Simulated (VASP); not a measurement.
# Si2Ge3 (P-3m1) in VASP: further runs

Runs on Si2Ge3. Level: PBE. Tasks: single point, relaxation of cell and atoms.

All numbers are computed with VASP 6.6.1; they aren't measurements. Logs are shortened: lines on timing, memory, paths and dates and some standing lists are left out, and cuts for length are marked.

### 1 The cell of the first run

The structure is trigonal, space group P-3m1 (No. 164). Conventional cell: a = 4.266 Å, b = 4.266 Å, c = 5.440 Å, α = 90.00°, β = 90.00°, γ = 120.00°. Within 3.4 Å of Si (site symmetry 3m) lie 8 Ge at 2.56 to 2.86 Å and 3 Si at 3.28 Å. Within 3.4 Å of Ge (site symmetry 3m) lie 5 Si at 2.56 to 2.86 Å and 6 Ge at 3.04 to 3.10 Å. Within 3.5 Å of Ge (site symmetry -3m) lie 6 Si at 2.69 Å and 6 Ge at 3.04 Å.

The cell was built from a structure type or drawn by symmetry, and may not be a known phase.

### 2 Single point, PBE

Input file INCAR:

```
ALGO = Normal ; EDIFF = 1E-6
ENCUT = 520 ; GGA = PE
ISIF = 2 ; ISMEAR = 0
LASPH = T ; LCHARG = F
LREAL = F ; LWAVE = F
NBANDS = 33 ; NELM = 100
PREC = Accurate ; SIGMA = 0.1
```

Input file KPOINTS:

```
k-points
0
Gamma
  6 6 4
```

Input file POSCAR:

```
Si2Ge3
1.0
    4.2661856100      0.0000000000      0.0000000000
   -2.1330928000      3.6946251200      0.0000000000
    0.0000000000      0.0000000000      5.4404742300
Si Ge
2 3
Direct
    0.3333333300      0.6666666700      0.1991098700
    0.6666666700      0.3333333300      0.8008901300
    0.3333333300      0.6666666700      0.6736396600
    0.6666666700      0.3333333300      0.3263603400
    0.0000000000      0.0000000000      0.0000000000
```

Potentials or basis: VASP PAW PBE potentials, release 64 (Si, Ge_d).

The run is started by

```bash
> cat potpaw_PBE.64/Si/POTCAR potpaw_PBE.64/Ge_d/POTCAR > POTCAR
> mpirun -np 1 vasp_std > vasp.out
```

OUTCAR:

```text
EDIFF = 1E-6
   ENCUT = 520
   GGA = PE
   ISIF = 2
   ISMEAR = 0
   LASPH = T
   LREAL = F
   NELM = 100
   PREC = Accurate

 ion  position               nearest neighbor table
   1  0.333  0.667  0.199-   4 2.56   4 2.56   4 2.56   3 2.58   5 2.69   5 2.69   5 2.69   3 2.86

   2  0.667  0.333  0.801-   3 2.56   3 2.56   3 2.56   4 2.58   5 2.69   5 2.69   5 2.69   4 2.86

   3  0.333  0.667  0.674-   2 2.56   2 2.56   2 2.56   1 2.58   1 2.86
   4  0.667  0.333  0.326-   1 2.56   1 2.56   1 2.56   2 2.58   2 2.86
   5  0.000  0.000  0.000-   1 2.69   2 2.69   2 2.69   1 2.69   2 2.69   1 2.69

  LATTYP: Found a hexagonal cell.
 ALAT       =     4.2661856100
 C/A-ratio  =     1.2752549297

  Lattice vectors:

 A1 = (   4.2661856100,   0.0000000000,   0.0000000000)
 A2 = (  -2.1330928000,   3.6946251200,   0.0000000000)
 A3 = (   0.0000000000,   0.0000000000,   5.4404742300)

Analysis of symmetry for initial positions (statically):
=====================================================================
 Subroutine PRICEL returns:
 Original cell was already a primitive cell.

 Routine SETGRP: Setting up the symmetry group for a
 hexagonal supercell.

 Subroutine GETGRP returns: Found 12 space group operations
 (whereof 12 operations were pure point group operations)
 out of a pool of 24 trial point group operations.

The static configuration has the point symmetry D_3d.

Analysis of symmetry for dynamics (positions and initial velocities):
=====================================================================
 Subroutine PRICEL returns:
 Original cell was already a primitive cell.

 Routine SETGRP: Setting up the symmetry group for a
 hexagonal supercell.

 Subroutine GETGRP returns: Found 12 space group operations
 (whereof 12 operations were pure point group operations)
 out of a pool of 24 trial point group operations.

The dynamic configuration has the point symmetry D_3d.

 Subroutine INISYM returns: Found 12 space group operations
 (whereof 12 operations are pure point group operations),
 and found     1 'primitive' translations

----------------------------------------------------------------------------------------

                                     Primitive cell

  volume of cell :      85.7525

  direct lattice vectors                    reciprocal lattice vectors
     4.266185610  0.000000000  0.000000000     0.234401428  0.135331727  0.000000000
    -2.133092800  3.694625120  0.000000000     0.000000000  0.270663455  0.000000000
     0.000000000  0.000000000  5.440474230     0.000000000  0.000000000  0.183807506

  length of vectors
     4.266185610  4.266185611  5.440474230     0.270663455  0.270663455  0.183807506

  position of ions in fractional coordinates (direct lattice)
     0.333333330  0.666666670  0.199109870
     0.666666670  0.333333330  0.800890130
     0.333333330  0.666666670  0.673639660
     0.666666670  0.333333330  0.326360340
     0.000000000  0.000000000  0.000000000

  ion indices of the primitive-cell ions
   primitive index   ion index
                 1           1
                 2           2
                 3           3
                 4           4
                 5           5

----------------------------------------------------------------------------------------

 KPOINTS: k-points

Automatic generation of k-mesh.
 Grid dimensions read from file:
 generate k-points for:    6    6    4

 Generating k-lattice:

  Cartesian coordinates                     Fractional coordinates (reciprocal lattice)
     0.039066905  0.022555288  0.000000000     0.166666667  0.000000000  0.000000000
     0.000000000  0.045110576  0.000000000     0.000000000  0.166666667  0.000000000
     0.000000000  0.000000000  0.045951877     0.000000000  0.000000000  0.250000000

  Length of vectors
     0.045110576  0.045110576  0.045951877

  Shift w.r.t. Gamma in fractional coordinates (k-lattice)
     0.000000000  0.000000000  0.000000000

 Subroutine IBZKPT returns following result:
 ===========================================

[... 51 lines left out ...]
     32      12.4553      0.00000
     33      12.4570      0.00000

 k-point     2 :       0.1667    0.0000    0.0000
  band No.  band energies     occupation
      1     -17.0502      2.00000
      2     -17.0501      2.00000
      3     -17.0426      2.00000
      4     -17.0359      2.00000
      5     -17.0356      2.00000
      6     -16.8731      2.00000
[... 25 lines left out ...]
     32      12.6411      0.00000
     33      13.2161      0.00000

 k-point     3 :       0.3333    0.0000    0.0000
  band No.  band energies     occupation
      1     -17.0502      2.00000
      2     -17.0490      2.00000
      3     -17.0409      2.00000
      4     -17.0323      2.00000
      5     -17.0320      2.00000
      6     -16.8743      2.00000
[... 25 lines left out ...]
     32      14.6693      0.00000
     33      14.8934      0.00000

 k-point     4 :       0.5000   -0.0000    0.0000
  band No.  band energies     occupation
      1     -17.0507      2.00000
      2     -17.0485      2.00000
      3     -17.0399      2.00000
      4     -17.0307      2.00000
      5     -17.0301      2.00000
      6     -16.8742      2.00000
[... 25 lines left out ...]
     32      14.1192      0.00000
     33      15.2877      0.00000

 k-point     5 :       0.1667    0.1667    0.0000
  band No.  band energies     occupation
      1     -17.0496      2.00000
      2     -17.0495      2.00000
      3     -17.0414      2.00000
      4     -17.0334      2.00000
      5     -17.0330      2.00000
      6     -16.8725      2.00000
[... 604 lines left out ...]
 k-point    22 :       0.1667    0.1667    0.5000
  band No.  band energies     occupation
      1     -17.0495      2.00000
      2     -17.0491      2.00000
      3     -17.0413      2.00000
      4     -17.0340      2.00000
      5     -17.0329      2.00000
      6     -16.8722      2.00000
[... 25 lines left out ...]
     32      12.2708      0.00000
     33      13.4010      0.00000

 k-point    23 :       0.3333    0.1667    0.5000
  band No.  band energies     occupation
      1     -17.0491      2.00000
      2     -17.0487      2.00000
      3     -17.0397      2.00000
      4     -17.0315      2.00000
      5     -17.0309      2.00000
      6     -16.8736      2.00000
[... 25 lines left out ...]
     32      14.0505      0.00000
     33      14.2802      0.00000

 k-point    24 :       0.3333    0.3333    0.5000
  band No.  band energies     occupation
      1     -17.0483      2.00000
      2     -17.0482      2.00000
      3     -17.0390      2.00000
      4     -17.0307      2.00000
      5     -17.0307      2.00000
      6     -16.8729      2.00000
[... 25 lines left out ...]
     32      12.8268      0.00000
     33      12.8389      0.00000

------------------------ aborting loop because EDIFF is reached ----------------------------------------

  FORCE on cell =-STRESS in cart. coord.  units (eV):
  Direction    XX          YY          ZZ          XY          YZ          ZX
  --------------------------------------------------------------------------------------
  -------------------------------------------------------------------------------------
  Total        3.5164543      3.5164543      6.3312400      0.0000000     -0.0000000      0.0000000
  in kB       65.7005007     65.7005008    118.2912107      0.0000001     -0.0000000      0.0000000
  external PRESSURE =      83.2307374 kB  Pullay stress =       0.0000000 kB

 VOLUME and BASIS-vectors are now :
 -----------------------------------------------------------------------------
  energy-cutoff  :      520.00
  volume of cell :       85.75
      direct lattice vectors                 reciprocal lattice vectors
     4.266185610  0.000000000  0.000000000     0.234401428  0.135331727  0.000000000
    -2.133092800  3.694625120  0.000000000     0.000000000  0.270663455  0.000000000
     0.000000000  0.000000000  5.440474230     0.000000000  0.000000000  0.183807506

 POSITION                                       TOTAL-FORCE (eV/Angst)
 -----------------------------------------------------------------------------------
     -0.00000      2.46308      1.08325         0.000000     -0.000000      0.214002
      2.13309      1.23154      4.35722         0.000000      0.000000     -0.214002
     -0.00000      2.46308      3.66492         0.000000      0.000000      0.139044
      2.13309      1.23154      1.77556        -0.000000      0.000000     -0.139044
      0.00000      0.00000      0.00000         0.000000      0.000000      0.000000
 -----------------------------------------------------------------------------------
    total drift:                               -0.000000      0.000000     -0.000000

  FREE ENERGIE OF THE ION-ELECTRON SYSTEM (eV)
  ---------------------------------------------------
  free  energy   TOTEN  =       -22.1073394699 eV

  energy  without entropy=      -22.0947863475  energy(sigma->0) =      -22.10106291
```

It took 27 s on 1 thread of AMD EPYC 9R45 (Zen 5), shared host; peak memory 0.19 GiB.

Results:

| Item | Value |
| --- | --- |
| Free energy | -22.1073 eV |
| Pressure | 8.3 GPa |
| Largest force | 0.214 eV/Å |
| Band gap on the k mesh | zero (bands 25 and 26 overlap by 3.08 eV) |

Forces in eV/Å, atoms in the order of the input:
```
Si   0.000  0.000  0.214
Si   0.000  0.000 -0.214
Ge   0.000  0.000  0.139
Ge   0.000  0.000 -0.139
Ge   0.000  0.000  0.000
```

Levels at points of the mesh, in eV from the Fermi level:
| k point | band 23 | band 24 | band 25 | band 26 | band 27 | band 28 |
| --- | --- | --- | --- | --- | --- | --- |
| (0.00, 0.00, 0.00) | -2.38 | -2.20 | -0.01 | -0.01 | 0.28 | 0.66 |
| (0.50, 0.00, 0.00) | -3.16 | -1.34 | -0.51 | 0.46 | 0.69 | 4.74 |
| (0.00, 0.00, 0.50) | -2.28 | -2.14 | -2.14 | -2.07 | -2.07 | -0.46 |
| (0.50, 0.00, 0.50) | -2.77 | -0.57 | -0.38 | 0.99 | 1.74 | 3.53 |

Caveat: the cell stands under pressure.

### 3 Single point, PBE

This run uses another cell than the first one, of 19.39 Å³/atom.

Input file INCAR:

```
  ALGO = Normal
  EDIFF = 1E-7
  ENCUT = 520
  GGA = PE
  ISIF = 2
  ISMEAR = 0
  LASPH = T
  LCHARG = F
  LREAL = F
  LWAVE = F
  NBANDS = 33
  NELM = 80
  PREC = Accurate
  SIGMA = 0.1
```

KPOINTS is that of step 2.

Input file POSCAR:

```
Si2Ge3
1.0
    4.0617452334     -0.0000000027      0.0000000000
   -2.0308726143      3.5175745572      0.0000000000
    0.0000000000      0.0000000000      6.7863122379
Si Ge
2 3
Direct
    0.3333333333      0.6666666667      0.2145841679
    0.6666666667      0.3333333333      0.7854158321
    0.3333333333      0.6666666667      0.6325348496
    0.6666666667      0.3333333333      0.3674651504
    0.0000000000      0.0000000000      0.0000000000
```

Potentials or basis: VASP PAW PBE potentials, release 64 (Si, Ge_d).

The run is started by

```bash
> cat potpaw_PBE.64/Si/POTCAR potpaw_PBE.64/Ge_d/POTCAR > POTCAR
> mpirun -np 1 vasp_std > vasp.out
```

Wall time 39 s (1 thread of AMD EPYC 9R45 (Zen 5), shared host); peak memory 0.2 GiB.

It converged, with:

- Free energy: -22.6112 eV
- Pressure: -0.1 GPa
- Largest force: 0.030 eV/Å
- Band gap on the k mesh: zero (bands 25 and 26 overlap by 3.27 eV)

Forces on the atoms (eV/Å):
```
Si   0.000  0.000 -0.030
Si   0.000  0.000  0.030
Ge   0.000  0.000 -0.010
Ge   0.000  0.000  0.010
Ge   0.000  0.000  0.000
```

Levels at points of the mesh, in eV from the Fermi level:
```tsv
k point	band 21	band 22	band 23	band 24	band 25	band 26	band 27	band 28	band 29	band 30
(0.00, 0.00, 0.00)	-1.97	-1.75	-0.81	-0.81	-0.33	0.25	0.25	0.77	2.26	2.26
(0.50, 0.00, 0.00)	-5.58	-3.97	-2.04	-1.52	-0.64	-0.19	0.30	1.94	2.67	3.90
(0.00, 0.00, 0.50)	-1.77	-1.77	-0.67	-0.67	-0.41	-0.41	0.10	0.83	1.88	1.88
(0.50, 0.00, 0.50)	-3.26	-3.22	-3.17	-2.84	-2.65	0.10	0.37	2.11	3.21	3.71
```

### 4 Relaxation of cell and atoms, PBE

Input file INCAR:

```
  PREC = Accurate
  ENCUT = 600
  EDIFF = 1E-6
  ISMEAR = 0
  SIGMA = 0.1
  LREAL = False
  LASPH = True
  NELM = 60
  ALGO = Normal
  ISIF = 3
  LWAVE = False
  LCHARG = False
  GGA = PE
  IBRION = 2
  NSW = 90
  EDIFFG = -0.04
```

Input file KPOINTS:

```
Automatic mesh
0
Gamma
  6 6 4
```

Input file POSCAR:

```
Si2Ge3
1.0
    4.2661856100      0.0000000000      0.0000000000
   -2.1330928000      3.6946251200      0.0000000000
    0.0000000000      0.0000000000      5.4404742300
Si Ge
2 3
Direct
    0.3333333300      0.6666666700      0.1991098700
    0.6666666700      0.3333333300      0.8008901300
    0.3333333300      0.6666666700      0.6736396600
    0.6666666700      0.3333333300      0.3263603400
    0.0000000000      0.0000000000      0.0000000000
```

The run is started by

```bash
> cat potpaw_PBE.64/Si/POTCAR potpaw_PBE.64/Ge_d/POTCAR > POTCAR
> mpirun -np 1 vasp_std > vasp.out
```

It took 9 min on 1 thread of AMD EPYC 9R45 (Zen 5), shared host; peak memory 0.24 GiB.

It converged, with:

| Property | Result |
| --- | --- |
| Free energy | -22.6032 eV |
| Relaxed volume | 19.38 Å³/atom |
| Relaxed cell | a = 4.063 Å, b = 4.063 Å, c = 6.777 Å, α = 90.00°, β = 90.00°, γ = 120.00° |
| Space group after relaxing (to 0.1 Å) | P-3m1 (No. 164) |
| Energy gained by relaxing | 99.1 meV/atom |
| Ionic steps | 23 |
| Pressure after relaxing | 0.0 GPa |
| Largest force after relaxing | 0.037 eV/Å |
| Band gap on the k mesh | zero (bands 25 and 26 overlap by 3.28 eV) |

Forces on the atoms (eV/Å):
```
Si   0.000  0.000 -0.037
Si   0.000  0.000  0.037
Ge   0.000  0.000 -0.011
Ge   0.000  0.000  0.011
Ge   0.000  0.000  0.000
```

Stress tensor (GPa, compression positive):
```
 0.01  0.00  0.00
 0.00  0.01  0.00
 0.00  0.00 -0.16
```

Step by step:
```csv
step,energy change (eV),largest force (eV/Å),pressure (GPa),volume (Å³)
1,0.0000,0.2137,8.35,85.75
2,-0.2577,0.3094,-1.41,97.31
3,-0.2613,0.2915,-0.61,95.90
4,-0.2971,0.3120,-0.19,95.75
5,-0.3174,0.3674,0.31,95.50
6,-0.3447,0.3382,0.02,96.06
7,-0.3893,0.2115,-0.47,97.51
8,-0.3242,0.5553,-0.22,100.32
9,-0.3933,0.1750,-0.58,98.13
10,-0.4004,0.3347,0.79,96.62
11,-0.4009,0.3013,0.54,96.90
12,-0.4232,0.2914,0.45,97.26
13,-0.4841,0.1306,-0.41,98.14
14,-0.4807,0.3504,-2.50,98.99
15,-0.4763,0.1950,-1.66,98.78
16,-0.4896,0.0668,-0.85,98.42
17,-0.4894,0.0974,-0.64,98.28
18,-0.4898,0.0852,-0.71,98.33
19,-0.4917,0.0906,0.60,95.70
20,-0.4943,0.0748,0.15,96.85
21,-0.4943,0.0748,0.04,96.94
22,-0.4943,0.0748,0.06,96.89
23,-0.4955,0.0368,-0.04,96.90
```

Final structure:
```yaml
crystal:
  lattice:
    - [4.06324, 0.00000, 0.00000]
    - [-2.03162, 3.51887, 0.00000]
    - [0.00000, 0.00000, 6.77723]
  atoms:
    - { symbol: Si, position: [0.33333, 0.66667, 0.21487] }
    - { symbol: Si, position: [0.66667, 0.33333, 0.78513] }
    - { symbol: Ge, position: [0.33333, 0.66667, 0.63277] }
    - { symbol: Ge, position: [0.66667, 0.33333, 0.36723] }
    - { symbol: Ge, position: [0.00000, 0.00000, 0.00000] }
```

Levels at points of the mesh, in eV from the Fermi level:
```csv
k point,band 23,band 24,band 25,band 26,band 27,band 28
"(0.00, 0.00, 0.00)",-0.82,-0.82,-0.32,0.24,0.24,0.76
"(0.50, 0.00, 0.00)",-2.04,-1.52,-0.64,-0.19,0.30,1.96
"(0.00, 0.00, 0.50)",-0.68,-0.68,-0.41,-0.41,0.09,0.82
"(0.50, 0.00, 0.50)",-3.18,-2.84,-2.65,0.10,0.38,2.11
```

Caveat: a cell axis changed by over 15 % at a fixed basis, so the end point is rough.

### 5 Single point, PBE

This run uses another cell than the first one, of 19.02 Å³/atom.

Input file INCAR:

```
SYSTEM = Si2Ge3
PREC = Accurate
ENCUT = 520
EDIFF = 1E-6
ISMEAR = 0
SIGMA = 0.1
LREAL = .False.
LASPH = .True.
NELM = 60
ALGO = Normal
ISIF = 2
LWAVE = .False.
LCHARG = .False.
GGA = PE
NBANDS = 33
```

Input file KPOINTS:

```
Automatic mesh
0
Gamma
  12 12 6
  0 0 0
```

Input file POSCAR:

```
Si2Ge3
1.0
    3.7848534437      0.0000000000      0.0000000000
   -1.8924267218      3.2777792318      0.0000000000
    0.0000000000      0.0000000000      7.6666382370
Si Ge
2 3
Direct
    0.3333333333      0.6666666667      0.2045137070
    0.6666666667      0.3333333333      0.7954862930
    0.3333333333      0.6666666667      0.6243569979
    0.6666666667      0.3333333333      0.3756430021
    0.0000000000      0.0000000000      0.0000000000
```

The run is started by

```bash
> cat potpaw_PBE.64/Si/POTCAR potpaw_PBE.64/Ge_d/POTCAR > POTCAR
> mpirun -np 1 vasp_std > vasp.out
```

It took 2 min on 1 thread of AMD EPYC 9R45 (Zen 5), shared host; peak memory 0.34 GiB.

Results (log left out):

```yaml
Free_energy: -22.6697 eV
Pressure: -0.1 GPa
Largest_force: 0.003 eV/Å
Band_gap_on_the_k_mesh: zero (bands 25 and 26 overlap by 2.66 eV)
```

Forces in eV/Å, atoms in the order of the input:
```
Si   0.000  0.000  0.002
Si   0.000  0.000 -0.002
Ge   0.000  0.000  0.003
Ge   0.000  0.000 -0.003
Ge   0.000  0.000  0.000
```

Levels at points of the mesh, in eV from the Fermi level:
| k point | band 23 | band 24 | band 25 | band 26 | band 27 | band 28 |
| --- | --- | --- | --- | --- | --- | --- |
| (0.00, 0.00, 0.00) | 0.24 | 0.24 | 1.15 | 1.44 | 1.44 | 2.28 |
| (0.50, 0.00, 0.00) | -1.64 | -0.84 | -0.70 | 0.20 | 0.24 | 0.43 |
| (0.00, 0.00, 0.50) | 0.54 | 0.54 | 0.74 | 0.75 | 0.75 | 2.56 |
| (0.50, 0.00, 0.50) | -2.88 | -2.29 | -2.11 | 0.51 | 0.68 | 2.07 |

### 6 The runs side by side

```tsv
task	cell	k mesh	cutoff (eV)	gap on the mesh (eV)	pressure (GPa)	largest force (eV/Å)
single point	a = 4.266, b = 4.266, c = 5.440 Å, angles 90.0, 90.0, 120.0°, 5 atoms, atomic positions A	6 × 6 × 4	520	none	8.3	0.21
single point	a = 4.062, b = 4.062, c = 6.786 Å, angles 90.0, 90.0, 120.0°, 5 atoms, atomic positions B	6 × 6 × 4	520	none	-0.1	0.03
relaxation of cell and atoms	relaxed from a = 4.266, b = 4.266, c = 5.440 Å, angles 90.0, 90.0, 120.0°, 5 atoms, atomic positions A	6 × 6 × 4	600	none	0.0	0.04
single point	a = 3.785, b = 3.785, c = 7.667 Å, angles 90.0, 90.0, 120.0°, 5 atoms, atomic positions C	12 × 12 × 6	520	none	-0.1	-
```

Alike in all rows: level PBE; potentials or basis VASP PAW PBE potentials, release 64 (Si, Ge_d); no spin polarisation; smearing gaussian 0.1 eV.

Caveats: the cell stands under pressure (at least some runs); a cell axis changed by over 15 % at a fixed basis, so the end point is rough (at least some runs).

Total energies depend on the potentials used, so only differences within one code and one set of settings carry meaning.
